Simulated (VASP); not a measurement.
# Al2O3 (P-6m2) in VASP: further runs, part 2 of 2

VASP 6.6.1. The steps go on from the part before.

## Step 3: Single point, PBE+D3(BJ)

This run uses another cell than the first one, of 10.18 Å³/atom, 0.991 times its volume.

File INCAR:

```
PREC = Accurate
ENCUT = 520
EDIFF = 1E-6
ISMEAR = 0
SIGMA = 0.05
LREAL = False
LASPH = True
NELM = 80
ALGO = Normal
ISIF = 2
LWAVE = False
LCHARG = False
GGA = PE
IVDW = 12
NBANDS = 20
```

File KPOINTS:

```
regular mesh
0
Gamma
  9 9 4
```

File POSCAR:

```
Al2O3
1.0
    2.8385000000      0.0000000000      0.0000000000
   -1.4192500000      2.4582131086      0.0000000000
    0.0000000000      0.0000000000      7.2962596973
Al O
2 3
Direct
    0.0000000000      0.0000000000      0.1907358529
    0.0000000000      0.0000000000      0.8092641471
    0.3333333333      0.6666666667      0.2840924954
    0.6666666667      0.3333333333      0.0000000000
    0.3333333333      0.6666666667      0.7159075046
```

Potentials or basis: VASP PAW PBE potentials, release 64 (Al, O).

Command:

```
$ cat potpaw_PBE.64/Al/POTCAR potpaw_PBE.64/O/POTCAR > POTCAR
$ mpirun -np 1 vasp_std > vasp.out
```

OUTCAR:

```text
PREC = Accurate
   ENCUT = 520
   EDIFF = 1E-6
   ISMEAR = 0
   LREAL = False
   LASPH = True
   NELM = 80
   ISIF = 2
   GGA = PE
   IVDW = 12
 IVDW          = 12

 ion  position               nearest neighbor table
   1  0.000  0.000  0.191-   3 1.77   3 1.77   3 1.77   4 2.15   4 2.15   4 2.15   2 2.78
   2  0.000  0.000  0.809-   5 1.77   5 1.77   5 1.77   4 2.15   4 2.15   4 2.15   1 2.78
   3  0.333  0.667  0.284-   1 1.77   1 1.77   1 1.77
   4  0.667  0.333  0.000-   1 2.15   2 2.15   1 2.15   2 2.15   1 2.15   2 2.15
   5  0.333  0.667  0.716-   2 1.77   2 1.77   2 1.77

  LATTYP: Found a hexagonal cell.
 ALAT       =     2.8385000000
 C/A-ratio  =     2.5704631662

  Lattice vectors:

 A1 = (   2.8385000000,   0.0000000000,   0.0000000000)
 A2 = (  -1.4192500000,   2.4582131086,   0.0000000000)
 A3 = (   0.0000000000,   0.0000000000,   7.2962596973)

Analysis of symmetry for initial positions (statically):
=====================================================================
 Subroutine PRICEL returns:
 Original cell was already a primitive cell.

 Routine SETGRP: Setting up the symmetry group for a
 hexagonal supercell.

 Subroutine GETGRP returns: Found 12 space group operations
 (whereof 12 operations were pure point group operations)
 out of a pool of 24 trial point group operations.

The static configuration has the point symmetry D_3h.

Analysis of symmetry for dynamics (positions and initial velocities):
=====================================================================
 Subroutine PRICEL returns:
 Original cell was already a primitive cell.

 Routine SETGRP: Setting up the symmetry group for a
 hexagonal supercell.

 Subroutine GETGRP returns: Found 12 space group operations
 (whereof 12 operations were pure point group operations)
 out of a pool of 24 trial point group operations.

The dynamic configuration has the point symmetry D_3h.

[... 124 lines left out ...]
     AMIX_MAG =   1.60;   BMIX_MAG =  1.00
  volume/ion in A,a.u.               =      10.18        68.71
  Fermi-wavevector in a.u.,A,eV,Ry     =   1.274116  2.407730 22.087315  1.623372
  Thomas-Fermi vector in A             =   2.406902
   LORBIT       =      0    0 simple, 1 ext, 2 COOP (PROOUT), +10 PAW based schemes
   GGA     = PE    functional components
   LHFCALC =     F    Hartree Fock is set to
   AEXX    =    0.0000 exact exchange contribution
   IVDW    =    12    specifies the selected vdW correction
   LEPSILON=     F    determine dielectric tensor
   LRPA    =     F    only Hartree local field effects (RPA)
 non-spin polarized calculation
 Gauss-broadening in eV      SIGMA  =   0.05
  energy-cutoff  :      520.00
  volume of cell :       50.91
 maximum number of plane-waves:      1383
 NGX is ok and might be reduce to    24
   NGX = 11   NGY = 11   NGZ = 27

 number of electron      24.0000005 magnetization

 Free energy of the ion-electron system (eV)
  ---------------------------------------------------
  ext. energy  EPLUGINS =         0.00000000
  ---------------------------------------------------
  free energy    TOTEN  =       -36.30104128 eV

  energy without entropy =      -36.30104128  energy(sigma->0) =      -36.30104128

 E-fermi :   4.1574     XC(G=0): -10.4072

 val. band max:        3.9157792937   @ k =   0.1111   0.1111   0.0000
 cond. band min:       8.7548531727   @ k =   0.0000   0.0000   0.0000
 fundamental gap:      4.8390738790
 Fermi energy:         4.1574182413

 k-point     1 :       0.0000    0.0000    0.0000
  band No.  band energies     occupation
      1     -15.2416      2.00000
      2     -14.0902      2.00000
      3     -12.9546      2.00000
      4      -1.3745      2.00000
      5       1.2112      2.00000
      6       2.2623      2.00000
[... 541 lines left out ...]
     19      17.2041      0.00000
     20      17.6358      0.00000

 [... further k-points ...]

------------------------ aborting loop because EDIFF is reached ----------------------------------------

 Edisp (eV)   -0.99212

 E8    (eV) :    -0.3750

  FORCE on cell =-STRESS in cart. coord.  units (eV):
  Direction    XX          YY          ZZ          XY          YZ          ZX
  --------------------------------------------------------------------------------------
  -------------------------------------------------------------------------------------
  Total       2.07692     2.07692     0.25450     0.00000    -0.00000     0.00000
  in kB      65.36140    65.36140     8.00906     0.00000    -0.00000     0.00000
  external pressure =       46.24 kB  Pullay stress =        0.00 kB

 VOLUME and BASIS-vectors are now :
 -----------------------------------------------------------------------------
  energy-cutoff  :      520.00
  volume of cell :       50.91
      direct lattice vectors                 reciprocal lattice vectors
     2.838500000  0.000000000  0.000000000     0.352298749  0.203399778  0.000000000
    -1.419250000  2.458213109  0.000000000     0.000000000  0.406799556  0.000000000
     0.000000000  0.000000000  7.296259697     0.000000000  0.000000000  0.137056525

 POSITION                                       TOTAL-FORCE (eV/Angst)
 -----------------------------------------------------------------------------------
      0.00000      0.00000      1.39166         0.000000      0.000000     -0.184334
      0.00000      0.00000      5.90460         0.000000     -0.000000      0.184334
     -0.00000      1.63881      2.07281        -0.000000     -0.000000      0.209342
      1.41925      0.81940      0.00000        -0.000000      0.000000      0.000000
     -0.00000      1.63881      5.22345        -0.000000     -0.000000     -0.209342
 -----------------------------------------------------------------------------------
    total drift:                                0.000000     -0.000000      0.000000

  FREE ENERGIE OF THE ION-ELECTRON SYSTEM (eV)
  ---------------------------------------------------
  free  energy   TOTEN  =       -37.2931567614 eV

  energy  without entropy=      -37.2931567614  energy(sigma->0) =      -37.29315676
```

OSZICAR:

```text
N       E                     dE             d eps       ncg     rms          rms(c)
DAV:   1     0.100262322060E+03    0.10026E+03   -0.12839E+04  1440   0.111E+03
DAV:   2    -0.347270040425E+02   -0.13499E+03   -0.13050E+03  1712   0.250E+02
DAV:   3    -0.407372105305E+02   -0.60102E+01   -0.59909E+01  1928   0.534E+01
DAV:   4    -0.407828773330E+02   -0.45667E-01   -0.45660E-01  1768   0.510E+00
DAV:   5    -0.407835382417E+02   -0.66091E-03   -0.66090E-03  1892   0.590E-01    0.129E+01
DAV:   6    -0.363024072042E+02    0.44811E+01   -0.13767E+01  1572   0.270E+01    0.457E+00
DAV:   7    -0.363069527278E+02   -0.45455E-02   -0.56489E-01  1688   0.487E+00    0.251E+00
DAV:   8    -0.362967868901E+02    0.10166E-01   -0.53366E-02  1716   0.222E+00    0.789E-01
DAV:   9    -0.362995123900E+02   -0.27255E-02   -0.15154E-02  1652   0.116E+00    0.186E-01
DAV:  10    -0.363007071746E+02   -0.11948E-02   -0.31619E-03  1716   0.408E-01    0.140E-01
DAV:  11    -0.363010008774E+02   -0.29370E-03   -0.57682E-04  1644   0.271E-01    0.300E-02
DAV:  12    -0.363010359038E+02   -0.35026E-04   -0.10261E-04  1708   0.830E-02    0.132E-02
DAV:  13    -0.363010420760E+02   -0.61722E-05   -0.41442E-05  1632   0.477E-02    0.812E-03
DAV:  14    -0.363010409866E+02    0.10894E-05   -0.29356E-06  1604   0.182E-02    0.318E-03
DAV:  15    -0.363010412833E+02   -0.29663E-06   -0.95604E-07  1356   0.763E-03
   1 F= -.37293157E+02 E0= -.37293157E+02  d E =-.408203E-13
```

stdout:

```text
POSCAR found type information on POSCAR AlO
 POSCAR found :  2 types and       5 ions
 scaLAPACK will be used
 LDA part: xc-table for (Slater+PW92), standard interpolation
 POSCAR, INCAR and KPOINTS ok, starting setup
 FFT: planning ... GRIDC
 FFT: planning ... GRID_SOFT
 FFT: planning ... GRID
 WAVECAR not read
 entering main loop
```

Run time: 17 s. Hardware: 1 thread of Intel Xeon 6975P-C (Granite Rapids), shared host; peak memory 0.19 GiB.

Results:

```
Free energy                : -37.2932 eV
Pressure                   : 4.6 GPa
Largest force              : 0.209 eV/Å
Band gap on the k mesh     : 4.84 eV, indirect (least direct gap 4.97 eV)
Dispersion energy per atom : -0.198 eV
```

Forces in eV/Å, atoms in the order of the input:
```
Al   0.000  0.000 -0.184
Al   0.000  0.000  0.184
O    0.000  0.000  0.209
O    0.000  0.000  0.000
O    0.000  0.000 -0.209
```

Levels at points of the mesh, in eV from the valence-band top:
```tsv
k point	band 8	band 9	band 10	band 11	band 12	band 13	band 14	band 15	band 16	band 17
(0.00, 0.00, 0.00)	-1.37	-1.37	-0.72	-0.72	-0.13	4.84	7.81	8.68	11.91	13.89
(0.00, 0.00, 0.50)	-1.40	-1.40	-0.84	-0.71	-0.71	5.33	7.46	8.46	12.43	14.10
```

## Step 4: Single point, PBE+D3(BJ)

This run uses another cell than the first one, of 10.16 Å³/atom, 0.989 times its volume.

File INCAR:

```
SYSTEM = Al2O3
PREC = Accurate
ENCUT = 520
EDIFF = 1E-6
ISMEAR = 0
SIGMA = 0.05
LREAL = .FALSE.
LASPH = .TRUE.
NELM = 100
ALGO = Normal
ISIF = 2
LWAVE = .FALSE.
LCHARG = .FALSE.
GGA = PE
IVDW = 12
NBANDS = 20
```

File KPOINTS:

```
Automatic mesh
0
G
  9 9 4
  0 0 0
```

Changes to POSCAR since step 3:

```diff
@@ -2,5 +2,5 @@
 1.0
-    2.8385000000      0.0000000000      0.0000000000
-   -1.4192500000      2.4582131086      0.0000000000
-    0.0000000000      0.0000000000      7.2962596973
+    2.9245000000      0.0000000000      0.0000000000
+   -1.4622500000      2.5326912934      0.0000000000
+    0.0000000000      0.0000000000      6.8585000000
 Al O
```

Command:

```
$ cat potpaw_PBE.64/Al/POTCAR potpaw_PBE.64/O/POTCAR > POTCAR
$ mpirun -np 1 vasp_std > vasp.out
```

Wall time 18 s (1 thread of Intel Xeon 6975P-C (Granite Rapids), shared host); peak memory 0.19 GiB.

It converged, with:

| Item | Value |
| --- | --- |
| Free energy | -37.1098 eV |
| Pressure | -0.3 GPa |
| Largest force | 1.231 eV/Å |
| Band gap on the k mesh | 3.80 eV, indirect (least direct gap 3.89 eV) |
| Dispersion energy per atom | -0.198 eV |

Forces in eV/Å, atoms in the order of the input:
```
Al   0.000  0.000  1.231
Al   0.000  0.000 -1.231
O    0.000  0.000  0.273
O    0.000  0.000  0.000
O    0.000  0.000 -0.273
```

Stress tensor (GPa, compression positive):
```
-8.28  0.00  0.00
 0.00 -8.28  0.00
 0.00  0.00 15.79
```

Levels at points of the mesh, in eV from the valence-band top:
| k point | band 9 | band 10 | band 11 | band 12 | band 13 | band 14 | band 15 | band 16 |
| --- | --- | --- | --- | --- | --- | --- | --- | --- |
| (0.00, 0.00, 0.00) | -1.72 | -1.37 | -1.37 | -0.09 | 3.80 | 6.79 | 8.10 | 12.01 |
| (0.00, 0.00, 0.50) | -1.77 | -1.34 | -1.34 | -1.05 | 4.31 | 6.69 | 7.66 | 12.67 |

Caveat: forces of over 1 eV/Å act on the atoms, so gaps and moduli don't describe the material at rest. A k mesh can miss the band edges.

## Step 5: Single point, PBE+D3(BJ)

This run uses another cell than the first one, of 10.36 Å³/atom, 1.008 times its volume.

File INCAR:

```
SYSTEM = Al2O3
ALGO = Normal
EDIFF = 1E-7
ENCUT = 520
GGA = PE
ISIF = 2
ISMEAR = 0
IVDW = 12
LASPH = .True.
LCHARG = .False.
LREAL = .False.
LWAVE = .False.
NBANDS = 20
NELM = 60
PREC = Accurate
SIGMA = 0.05
```

File KPOINTS:

```
k-points
0
Gamma
  9 9 4
  0 0 0
```

Changes to POSCAR since step 4:

```diff
@@ -2,4 +2,4 @@
 1.0
-    2.9245000000      0.0000000000      0.0000000000
-   -1.4622500000      2.5326912934      0.0000000000
+    2.9532000000      0.0000000000      0.0000000000
+   -1.4766000000      2.5575462224      0.0000000000
     0.0000000000      0.0000000000      6.8585000000
```

Command:

```
$ cat potpaw_PBE.64/Al/POTCAR potpaw_PBE.64/O/POTCAR > POTCAR
$ mpirun -np 1 vasp_std > vasp.out
```

It took 18 s on 1 thread of Intel Xeon 6975P-C (Granite Rapids), shared host; peak memory 0.2 GiB.

Results (log left out):

```
Free energy                : -37.0425 eV
Pressure                   : -4.3 GPa
Largest force              : 1.385 eV/Å
Band gap on the k mesh     : 3.52 eV, indirect (least direct gap 3.60 eV)
Dispersion energy per atom : -0.194 eV
```

Forces on the atoms (eV/Å):
```
Al   0.000  0.000  1.385
Al   0.000  0.000 -1.385
O    0.000  0.000  0.065
O    0.000  0.000  0.000
O    0.000  0.000 -0.065
```

Stress tensor (GPa, compression positive):
```
-13.59   0.00   0.00
  0.00 -13.59   0.00
  0.00   0.00  14.36
```

Levels at points of the mesh, in eV from the valence-band top:
| k point | band 10 | band 11 | band 12 | band 13 | band 14 | band 15 |
| --- | --- | --- | --- | --- | --- | --- |
| (0.00, 0.00, 0.00) | -1.41 | -1.41 | -0.08 | 3.52 | 6.57 | 7.81 |
| (0.00, 0.00, 0.50) | -1.38 | -1.38 | -1.04 | 4.05 | 6.44 | 7.43 |

Caveat: forces of over 1 eV/Å act on the atoms, so gaps and moduli don't describe the material at rest.

## Step 6: Single point, PBE+D3(BJ)

This run uses another cell than the first one, of 10.36 Å³/atom, 1.008 times its volume.

File INCAR:

```
SYSTEM = Al2O3
PREC = Accurate
ENCUT = 520
EDIFF = 1E-6
ISMEAR = 0
SIGMA = 0.05
LREAL = .False.
LASPH = .True.
NELM = 80
ALGO = Normal
ISIF = 2
LWAVE = .False.
LCHARG = .True.
GGA = PE
IVDW = 12
LELF = .True.
LVHAR = .True.
NBANDS = 20
```

File KPOINTS:

```
Automatic mesh
0
Gamma
  9 9 4
  0 0 0
```

Changes to POSCAR since step 5:

```diff
@@ -2,5 +2,5 @@
 1.0
-    2.9532000000      0.0000000000      0.0000000000
-   -1.4766000000      2.5575462224      0.0000000000
-    0.0000000000      0.0000000000      6.8585000000
+    2.7812000000      0.0000000000      0.0000000000
+   -1.3906000000      2.4085898530      0.0000000000
+    0.0000000000      0.0000000000      7.7340000000
 Al O
```

Potentials or basis: VASP PAW PBE potentials, release 64 (Al, O).

Command:

```
$ cat potpaw_PBE.64/Al/POTCAR potpaw_PBE.64/O/POTCAR > POTCAR
$ mpirun -np 1 vasp_std > vasp.out
```

Wall time 18 s (1 thread of Intel Xeon 6975P-C (Granite Rapids), shared host); peak memory 0.19 GiB.

Results (log left out):

| Property | Result |
| --- | --- |
| Free energy | -37.0180 eV |
| Pressure | 6.5 GPa |
| Largest force | 1.250 eV/Å |
| Band gap on the k mesh | 5.21 eV, indirect (the least direct gap lies 1.4 meV higher) |
| Dispersion energy per atom | -0.195 eV |

Forces in eV/Å, atoms in the order of the input:
```
Al   0.000  0.000 -1.250
Al   0.000  0.000  1.250
O    0.000  0.000 -0.081
O    0.000  0.000  0.000
O    0.000  0.000  0.081
```

Stress tensor (GPa, compression positive):
```
 16.81   0.00   0.00
  0.00  16.81   0.00
  0.00   0.00 -13.99
```

Levels at points of the mesh, in eV from the valence-band top:
```
           k point  band 9  band 10  band 11  band 12  band 13  band 14  band 15  band 16
(0.00, 0.00, 0.00)   -1.18    -0.32     0.00     0.00     5.21     8.52     8.80    11.63
(0.00, 0.00, 0.50)   -1.19    -0.84     0.00     0.00     5.69     7.73     9.06    11.95
```

Caveat: forces of over 1 eV/Å act on the atoms, so gaps and moduli don't describe the material at rest.

## Step 7: The runs side by side

| cell | gap on the mesh (eV) | pressure (GPa) | largest force (eV/Å) |
| --- | --- | --- | --- |
| a = 2.810, b = 2.810, c = 7.515 Å, angles 90.0, 90.0, 120.0°, 5 atoms | 5.13 | 5.4 | 0.74 |
| a = 2.838, b = 2.838, c = 7.296 Å, angles 90.0, 90.0, 120.0°, 5 atoms | 4.84 | 4.6 | 0.21 |
| a = 2.925, b = 2.925, c = 6.859 Å, angles 90.0, 90.0, 120.0°, 5 atoms | 3.80 | -0.3 | 1.23 |
| a = 2.953, b = 2.953, c = 6.859 Å, angles 90.0, 90.0, 120.0°, 5 atoms | 3.52 | -4.3 | 1.39 |
| a = 2.781, b = 2.781, c = 7.734 Å, angles 90.0, 90.0, 120.0°, 5 atoms | 5.21 | 6.5 | 1.25 |

Alike in all rows: task single point; level PBE+D3(BJ); potentials or basis VASP PAW PBE potentials, release 64 (Al, O); no spin polarisation; k mesh 9 × 9 × 4; cutoff (eV) 520; smearing gaussian 0.05 eV.

Caveats: forces of over 1 eV/Å act on the atoms, so gaps and moduli don't describe the material at rest (some runs).

Total energies depend on the potentials used, so only differences within one code and one set of settings carry meaning.
